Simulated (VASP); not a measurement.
NaF:

```
CELL_PARAMETERS angstrom
2.32000 2.32000 0.00000
-2.32000 2.32000 0.00000
0.00000 2.32000 2.32000
ATOMIC_POSITIONS crystal
Na 0.00000 0.00000 0.00000
F 0.50000 0.50000 0.00000
```

- Program: VASP 6.6.1
- Task: relaxation of cell and atoms
- Functional: r2SCAN
- Potentials or basis: VASP PAW PBE potentials, release 64 (Na_sv, F)
- Cutoff: 970 eV
- k mesh: 12 × 12 × 12
- Occupations: fermi-dirac, width 0.05 eV
- Spin: no spin polarisation

At the start: pressure -2.1 GPa; volume 12.49 Å³/atom.

Task: How do energy, volume and symmetry change on relaxing?

Result: Over 4 steps the energy falls by 3.3 meV/atom and the volume is 12.00 Å³/atom (-3.9 %); space group Fm-3m (No. 225, to 0.1 Å) before and after.

Step by step:
| step | energy change (eV) | largest force (eV/Å) | pressure (GPa) | volume (Å³) |
| --- | --- | --- | --- | --- |
| 1 | 0.0000 | 0.0000 | -2.07 | 24.97 |
| 2 | -0.0054 | 0.0000 | -0.91 | 24.40 |
| 3 | -0.0066 | 0.0000 | -0.04 | 24.01 |
| 4 | -0.0066 | 0.0000 | 0.00 | 23.99 |

Final structure:
```yaml
crystal:
  lattice:
    - [2.28915, 2.28915, 0.00000]
    - [-2.28915, 2.28915, 0.00000]
    - [0.00000, 2.28915, 2.28915]
  atoms:
    - { symbol: Na, position: [0.00000, 0.00000, 0.00000] }
    - { symbol: F, position: [0.50000, 0.50000, 0.00000] }
```

Caveat: the PAW data sets were made with another functional, which shifts forces and pressure a little.
